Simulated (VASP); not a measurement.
# Al (P6_3/mmc) in VASP: further runs

Runs on Al. Level: PBEsol. Tasks: relaxation of cell and atoms.

Everything below comes from runs of VASP 6.6.1. Logs are shortened: lines on timing, memory, paths and dates and some standing lists are left out, and cuts for length are marked.

## 1. The cell of the first run

The structure is hexagonal, space group P6_3/mmc (No. 194). Conventional cell: a = 2.818 Å, b = 2.818 Å, c = 9.263 Å, α = 90.00°, β = 90.00°, γ = 120.00°. Al (site symmetry -3m) has 12 Al at 2.82 to 2.83 Å within 3.7 Å. Within 3.7 Å of Al (site symmetry -6m2) lie 12 Al at 2.82 to 2.83 Å.

This isn't the form of Al at room conditions, which is fcc.

## 2. Relaxation of cell and atoms, PBEsol, target pressure 2 GPa, at which the enthalpy is minimised

File INCAR:

```
SYSTEM = Al
PREC = Accurate
ENCUT = 600
EDIFF = 1E-7
ISMEAR = 0
SIGMA = 0.1
LREAL = .False.
LASPH = .True.
NELM = 80
ALGO = Fast
ISIF = 3
LWAVE = .False.
LCHARG = .False.
GGA = PS
IBRION = 2
NSW = 70
EDIFFG = -0.008
PSTRESS = 20.0
```

File KPOINTS:

```
regular mesh
0
Gamma
  18 18 6
  0 0 0
```

File POSCAR:

```
Al
1.0
    2.8182750068      0.0000000000      0.0000000000
   -1.4091375034      2.4406977508      0.0000000000
    0.0000000000      0.0000000000      9.2629568354
Al
4
Direct
    0.0000000000      0.0000000000      0.0000000000
    0.3333333333      0.6666666667      0.2500000000
    0.0000000000      0.0000000000      0.5000000000
    0.6666666667      0.3333333333      0.7500000000
```

Potentials or basis: VASP PAW PBE potentials, release 64 (Al).

The run is started by

```
$ cat potpaw_PBE.64/Al/POTCAR > POTCAR
$ mpirun -np 1 vasp_std > vasp.out
```

OUTCAR:

```text
SYSTEM = Al
   PREC = Accurate
   ENCUT = 600
   EDIFF = 1E-7
   ISMEAR = 0
   LREAL = .False.
   LASPH = .True.
   NELM = 80
   ISIF = 3
   GGA = PS
   IBRION = 2
   NSW = 70
   EDIFFG = -0.008
   PSTRESS = 20.0

 ion  position               nearest neighbor table
   1  0.000  0.000  0.000-   2 2.83   4 2.83   4 2.83   2 2.83   4 2.83   2 2.83
   2  0.333  0.667  0.250-   1 2.83   3 2.83   1 2.83   3 2.83   1 2.83   3 2.83
   3  0.000  0.000  0.500-   2 2.83   4 2.83   4 2.83   2 2.83   4 2.83   2 2.83
   4  0.667  0.333  0.750-   1 2.83   3 2.83   1 2.83   3 2.83   1 2.83   3 2.83

  LATTYP: Found a hexagonal cell.
 ALAT       =     2.8182750068
 C/A-ratio  =     3.2867469686

  Lattice vectors:

 A1 = (   2.8182750068,   0.0000000000,   0.0000000000)
 A2 = (  -1.4091375034,   2.4406977508,   0.0000000000)
 A3 = (   0.0000000000,   0.0000000000,   9.2629568354)

Analysis of symmetry for initial positions (statically):
=====================================================================
 Subroutine PRICEL returns:
 Original cell was already a primitive cell.

 Routine SETGRP: Setting up the symmetry group for a
 hexagonal supercell.

 Subroutine GETGRP returns: Found 24 space group operations
 (whereof 12 operations were pure point group operations)
 out of a pool of 24 trial point group operations.

The static configuration has the point symmetry D_3d.
 The point group associated with its full space group is D_6h.

Analysis of symmetry for dynamics (positions and initial velocities):
=====================================================================
 Subroutine PRICEL returns:
 Original cell was already a primitive cell.

 Routine SETGRP: Setting up the symmetry group for a
 hexagonal supercell.

 Subroutine GETGRP returns: Found 24 space group operations
 (whereof 12 operations were pure point group operations)
 out of a pool of 24 trial point group operations.

The dynamic configuration has the point symmetry D_3d.
 The point group associated with its full space group is D_6h.

 Subroutine INISYM returns: Found 24 space group operations
 (whereof 12 operations are pure point group operations),
 and found     1 'primitive' translations

----------------------------------------------------------------------------------------

                                     Primitive cell

  volume of cell :      63.7158

  direct lattice vectors                    reciprocal lattice vectors
     2.818275007  0.000000000  0.000000000     0.354826977  0.204859450  0.000000000
    -1.409137503  2.440697751  0.000000000     0.000000000  0.409718901  0.000000000
     0.000000000  0.000000000  9.262956835     0.000000000  0.000000000  0.107956889

  length of vectors
     2.818275007  2.818275007  9.262956835     0.409718901  0.409718901  0.107956889

  position of ions in fractional coordinates (direct lattice)
     0.000000000  0.000000000  0.000000000
     0.333333333  0.666666667  0.250000000
     0.000000000  0.000000000  0.500000000
     0.666666667  0.333333333  0.750000000

  ion indices of the primitive-cell ions
   primitive index   ion index
                 1           1
                 2           2
                 3           3
                 4           4

----------------------------------------------------------------------------------------

 KPOINTS: regular mesh

Automatic generation of k-mesh.
 Grid dimensions read from file:
 generate k-points for:   18   18    6

 Generating k-lattice:

  Cartesian coordinates                     Fractional coordinates (reciprocal lattice)
     0.019712610  0.011381081  0.000000000     0.055555556  0.000000000  0.000000000
     0.000000000  0.022762161  0.000000000     0.000000000  0.055555556  0.000000000
     0.000000000  0.000000000  0.017992815     0.000000000  0.000000000  0.166666667

  Length of vectors
     0.022762161  0.022762161  0.017992815

  Shift w.r.t. Gamma in fractional coordinates (k-lattice)
     0.000000000  0.000000000  0.000000000

 Subroutine IBZKPT returns following result:
 ===========================================

 Found    148 irreducible k-points:

 Following reciprocal coordinates:
            Coordinates               Weight
  0.000000  0.000000  0.000000      1.000000
  0.055556  0.000000  0.000000      6.000000
  0.111111  0.000000  0.000000      6.000000
  0.166667  0.000000  0.000000      6.000000
  0.222222  0.000000  0.000000      6.000000
  0.277778  0.000000  0.000000      6.000000
[... 16 lines left out ...]
  0.333333  0.111111  0.000000     12.000000
  0.388889  0.111111  0.000000     12.000000
 [... further k-points ...]
   k-points           NKPTS =    148   k-points in BZ     NKDIM =    148   number of bands    NBANDS=     10
   number of dos      NEDOS =    301   number of ions     NIONS =      4
   total plane-waves  NPLWV =  46080
   dimension x,y,z NGX =    24 NGY =   24 NGZ =   80
   dimension x,y,z NGXF=    48 NGYF=   48 NGZF=  160
   ions per type =               4
   NGX,Y,Z   is equivalent  to a cutoff of  14.16, 14.16, 14.36 a.u.
   NGXF,Y,Z  is equivalent  to a cutoff of  28.31, 28.31, 28.72 a.u.
 SYSTEM =  Al
   PREC   = accura    normal or accurate (medium, high low for compatibility)
   ISTART =      0    job   : 0-new  1-cont  2-samecut
   ICHARG =      2    charge: 1-file 2-atom 10-const
   ISPIN  =      1    spin polarized calculation?
   LNONCOLLINEAR =      F non collinear calculations
   LSORBIT =      F    spin-orbit coupling
   LASPH  =      T    aspherical Exc in radial PAW
   ENCUT  =  600.0 eV  44.10 Ry    6.64 a.u.   5.63  5.63 18.50*2*pi/ulx,y,z
   NELM   =     80;   NELMIN=  2; NELMDL= -5     # of ELM steps
   EDIFF  = 0.1E-06   stopping-criterion for ELM
   LREAL  =      F    real-space projection
   EDIFFG = -.8E-02   stopping-criterion for IOM
   NSW    =     70    number of steps for IOM
   IBRION =      2    ionic relax: 0-MD 1-quasi-New 2-CG
   NFREE  =      1    steps in history (QN), initial steepest desc. (CG)
   ISIF   =      3    stress and relaxation
   ISYM   =      2    0-nonsym 1-usesym 2-fastsym
   POTIM  = 0.5000    time-step for ionic-motion
   TEBEG  =    0.0;   TEEND  =   0.0 temperature during run
   PSTRESS=   20.0 pullay stress
   NELECT =      12.0000    total number of electrons
   NUPDOWN=      -1.0000    fix difference up-down
   EMIN   =  10.00;   EMAX   =-10.00  energy-range for DOS
   EFERMI =   0.00;   METHOD = LEGACY
   ISMEAR =     0;   SIGMA  =   0.10  broadening in eV -4-tet -1-fermi 0-gaus
   EFERMI_NEDOS =   21; number of points for ismear=-14 and -15
   IALGO  =     68    algorithm
   IMIX   =      4    mixing-type and parameters
     AMIX     =   0.40;   BMIX     =  1.00
     AMIX_MAG =   1.60;   BMIX_MAG =  1.00
  volume/ion in A,a.u.               =      15.93       107.49
  Fermi-wavevector in a.u.,A,eV,Ry     =   0.938396  1.773312 11.981119  0.880587
  Thomas-Fermi vector in A             =   2.065604
   LORBIT       =      0    0 simple, 1 ext, 2 COOP (PROOUT), +10 PAW based schemes
   GGA     = PS    functional components
   LHFCALC =     F    Hartree Fock is set to
   AEXX    =    0.0000 exact exchange contribution
   IVDW    =     0    specifies the selected vdW correction
   LEPSILON=     F    determine dielectric tensor
   LRPA    =     F    only Hartree local field effects (RPA)
 conjugate gradient relaxation of ions
 non-spin polarized calculation
 RMM-DIIS sequential band-by-band and
 Gauss-broadening in eV      SIGMA  =   0.10
  energy-cutoff  :      600.00
  volume of cell :       63.72
 maximum number of plane-waves:      2161
 NGX is ok and might be reduce to    24
   NGX = 11   NGY = 11   NGZ = 37

--------------------------------------- Ionic step        1  -------------------------------------------

 number of electron      12.0000000 magnetization

 Free energy of the ion-electron system (eV)
  ---------------------------------------------------
  ext. energy  EPLUGINS =         0.00000000
  ---------------------------------------------------
  free energy    TOTEN  =       -16.31523836 eV

  energy without entropy =      -16.30775358  energy(sigma->0) =      -16.31149597

------------------------ aborting loop because EDIFF is reached ----------------------------------------

  FORCE on cell =-STRESS in cart. coord.  units (eV):
  Direction    XX          YY          ZZ          XY          YZ          ZX
  --------------------------------------------------------------------------------------
  -------------------------------------------------------------------------------------
  Total        0.6954276      0.6954276      0.6599319      0.0000000     -0.0000000      0.0000000
  in kB       17.4870066     17.4870066     16.5944432      0.0000000     -0.0000000      0.0000000
  external PRESSURE =      -2.8105145 kB  Pullay stress =      20.0000000 kB

 VOLUME and BASIS-vectors are now :
 -----------------------------------------------------------------------------
  energy-cutoff  :      600.00
  volume of cell :       63.72
      direct lattice vectors                 reciprocal lattice vectors
     2.818275007  0.000000000  0.000000000     0.354826977  0.204859450  0.000000000
    -1.409137503  2.440697751  0.000000000     0.000000000  0.409718901  0.000000000
     0.000000000  0.000000000  9.262956835     0.000000000  0.000000000  0.107956889
[... 50 lines left out ...]
  FREE ENERGIE OF THE ION-ELECTRON SYSTEM (eV)
  ---------------------------------------------------
  free  energy   TOTEN  =       -16.3121978306 eV

  energy  without entropy=      -16.3046685348  energy(sigma->0) =      -16.30843318

  enthalpy is  TOTEN    =       -15.5200451230 eV   P V=        0.7921527076

--------------------------------------- Ionic step        3  -------------------------------------------

 number of electron      12.0000000 magnetization

 Free energy of the ion-electron system (eV)
  ---------------------------------------------------
  ext. energy  EPLUGINS =         0.00000000
  ---------------------------------------------------
  free energy    TOTEN  =       -16.31287943 eV

  energy without entropy =      -16.30535985  energy(sigma->0) =      -16.30911964

 E-fermi :   8.3427     XC(G=0): -10.3983

 val. band max:        8.3002588136   @ k =   0.3889   0.0556   0.0000
 cond. band min:       8.3499020869   @ k =   0.3889   0.1667   0.1667
 fundamental gap:      0.0496432733
 Fermi energy:         8.3426686337

 k-point     1 :       0.0000    0.0000    0.0000
  band No.  band energies     occupation
      1      -3.0435      2.00000
      2      -1.3287      2.00000
      3      -1.3217      2.00000
      4       3.5751      2.00000
      5       3.8509      2.00000
      6      11.7500      0.00000
      7      11.7612      0.00000
      8      19.3990      0.00000
      9      19.4073      0.00000
     10      19.5365      0.00000

 k-point     2 :       0.0556    0.0000    0.0000
  band No.  band energies     occupation
      1      -2.9667      2.00000
      2      -1.2529      2.00000
      3      -1.2459      2.00000
      4       3.6460      2.00000
      5       3.9257      2.00000
      6      11.8111      0.00000
      7      11.8248      0.00000
      8      17.7314      0.00000
      9      18.3571      0.00000
     10      19.0887      0.00000
[... 274 lines left out ...]
 k-point    24 :       0.3889    0.1111    0.0000
  band No.  band energies     occupation
      1       2.0036      2.00000
      2       3.6313      2.00000
      3       3.6378      2.00000
      4       4.6194      2.00000
      5       6.2988      2.00000
      6       6.3203      2.00000
      7       8.3828      0.57047
      8       8.8438      0.00000
      9      10.7216      0.00000
     10      10.9300      0.00000

 [... further k-points ...]

------------------------ aborting loop because EDIFF is reached ----------------------------------------

  FORCE on cell =-STRESS in cart. coord.  units (eV):
  Direction    XX          YY          ZZ          XY          YZ          ZX
  --------------------------------------------------------------------------------------
  -------------------------------------------------------------------------------------
  Total        0.8032146      0.8032146      0.7796942      0.0000000     -0.0000000      0.0000000
  in kB       20.2621781     20.2621781     19.6688436      0.0000000     -0.0000000      0.0000000
  external PRESSURE =       0.0643999 kB  Pullay stress =      20.0000000 kB

 VOLUME and BASIS-vectors are now :
 -----------------------------------------------------------------------------
  energy-cutoff  :      600.00
  volume of cell :       63.51
      direct lattice vectors                 reciprocal lattice vectors
     2.815586183  0.000000000  0.000000000     0.355165829  0.205055087  0.000000000
    -1.407793091  2.438369161 -0.000000000     0.000000000  0.410110174  0.000000000
     0.000000000 -0.000000000  9.250980460     0.000000000  0.000000000  0.108096650

 POSITION                                       TOTAL-FORCE (eV/Angst)
 -----------------------------------------------------------------------------------
      0.00000      0.00000      0.00000         0.000000      0.000000      0.000000
     -0.00000      1.62558      2.31275         0.000000      0.000000     -0.000000
      0.00000     -0.00000      4.62549         0.000000      0.000000      0.000000
      1.40779      0.81279      6.93824        -0.000000     -0.000000      0.000000
 -----------------------------------------------------------------------------------
    total drift:                               -0.000000      0.000000      0.000000

  FREE ENERGIE OF THE ION-ELECTRON SYSTEM (eV)
  ---------------------------------------------------
  free  energy   TOTEN  =       -16.3128794280 eV

  energy  without entropy=      -16.3053598483  energy(sigma->0) =      -16.30911964

  enthalpy is  TOTEN    =       -15.5200578546 eV   P V=        0.7928215734

 reached required accuracy - stopping structural energy minimisation
```

It took 4 min on 1 thread of Intel Xeon 8259CL, shared host; peak memory 0.26 GiB.

Results:

| Quantity | Value |
| --- | --- |
| Free energy | -16.3129 eV |
| Relaxed volume | 15.88 Å³/atom |
| Relaxed cell | a = 2.816 Å, b = 2.816 Å, c = 9.251 Å, α = 90.00°, β = 90.00°, γ = 120.00° |
| Space group after relaxing (to 0.1 Å) | P6_3/mmc (No. 194) |
| Energy change on relaxing (the run minimises the enthalpy) | +0.6 meV/atom |
| Ionic steps | 3 |
| Pressure after relaxing | 2.0 GPa |
| Band gap on the k mesh | zero (bands 6 and 7 overlap by 5.49 eV) |

The path:
```
step  energy change (eV)  largest force (eV/Å)  pressure (GPa)  volume (Å³)
   1              0.0000                0.0000            1.72        63.72
   2              0.0030                0.0000            2.08        63.46
   3              0.0024                0.0000            2.01        63.51
```

Final structure:
```
CELL_PARAMETERS angstrom
2.81559 0.00000 0.00000
-1.40779 2.43837 0.00000
0.00000 0.00000 9.25098
ATOMIC_POSITIONS crystal
Al 0.00000 0.00000 0.00000
Al 0.33333 0.66667 0.25000
Al 0.00000 0.00000 0.50000
Al 0.66667 0.33333 0.75000
```

Caveat: the cell is relaxed towards a set pressure, so the run minimises the enthalpy, not the energy; the PAW data sets were made with another functional, which shifts forces and pressure a little.

## 3. Relaxation of cell and atoms, PBEsol, target pressure -2 GPa, at which the enthalpy is minimised

This run uses another cell than the first one, of 16.55 Å³/atom.

File INCAR:

```
SYSTEM = Al
PREC = Accurate
ENCUT = 600
EDIFF = 1E-7
ISMEAR = 0
SIGMA = 0.1
LREAL = .FALSE.
LASPH = .TRUE.
NELM = 100
ALGO = Fast
ISIF = 3
LWAVE = .FALSE.
LCHARG = .FALSE.
GGA = PS
IBRION = 2
NSW = 70
EDIFFG = -0.008
PSTRESS = -20.0
```

File KPOINTS:

```
regular mesh
0
G
  18 18 6
  0 0 0
```

File POSCAR:

```
Al
1.0
    2.8546392864      0.0000000000      0.0000000000
   -1.4273196432      2.4721901407      0.0000000000
    0.0000000000      0.0000000000      9.3824770210
Al
4
Direct
    0.0000000000      0.0000000000      0.0000000000
    0.3333333333      0.6666666667      0.2500000000
    0.0000000000      0.0000000000      0.5000000000
    0.6666666667      0.3333333333      0.7500000000
```

Potentials or basis: VASP PAW PBE potentials, release 64 (Al).

The run is started by

```
$ cat potpaw_PBE.64/Al/POTCAR > POTCAR
$ mpirun -np 1 vasp_std > vasp.out
```

Wall time 3.2 min (1 thread of Intel Xeon 8259CL, shared host); peak memory 0.27 GiB.

Results (log left out):

| Quantity | Value |
| --- | --- |
| Free energy | -16.3106 eV |
| Relaxed volume | 16.69 Å³/atom |
| Relaxed cell | a = 2.862 Å, b = 2.862 Å, c = 9.408 Å, α = 90.00°, β = 90.00°, γ = 120.00° |
| Space group after relaxing (to 0.1 Å) | P6_3/mmc (No. 194) |
| Energy change on relaxing (the run minimises the enthalpy) | +1.5 meV/atom |
| Ionic steps | 2 |
| Pressure after relaxing | -2.1 GPa |
| Band gap on the k mesh | zero (bands 6 and 7 overlap by 5.36 eV) |

The path:
```
step  energy change (eV)  largest force (eV/Å)  pressure (GPa)  volume (Å³)
   1              0.0000                0.0000           -1.45        66.21
   2              0.0060                0.0000           -2.06        66.76
```

Final structure:
```xyz
4
Lattice="2.8623 0.0000 0.0000 -1.4312 2.4788 0.0000 0.0000 0.0000 9.4085" Properties=species:S:1:pos:R:3 pbc="T T T"
Al    0.0000    0.0000    0.0000
Al    0.0000    1.6526    2.3521
Al    0.0000    0.0000    4.7042
Al    1.4312    0.8263    7.0564
```

Levels at points of the mesh, in eV from the Fermi level:
| k point | band 2 | band 3 | band 4 | band 5 | band 6 | band 7 | band 8 | band 9 | band 10 |
| --- | --- | --- | --- | --- | --- | --- | --- | --- | --- |
| (0.00, 0.00, 0.00) | -9.39 | -9.38 | -4.58 | -4.43 | 3.30 | 3.31 | 10.66 | 10.66 | 10.86 |
| (0.50, 0.00, 0.00) | -5.10 | -3.86 | -3.79 | -3.31 | -3.21 | 0.83 | 1.23 | 1.29 | 1.55 |
| (0.00, 0.00, 0.50) | -10.63 | -7.33 | -7.33 | -0.94 | -0.94 | 8.09 | 8.09 | 10.97 | 10.97 |
| (0.50, 0.00, 0.50) | -4.81 | -4.71 | -4.71 | -1.83 | -1.83 | -1.20 | -1.20 | 4.46 | 4.46 |

Caveat: the cell is relaxed towards a set pressure, so the run minimises the enthalpy, not the energy; the PAW data sets were made with another functional, which shifts forces and pressure a little.

[end of part 1 of 2]

The gap in the log of VASP goes by the Fermi energy; the results here count the filled bands.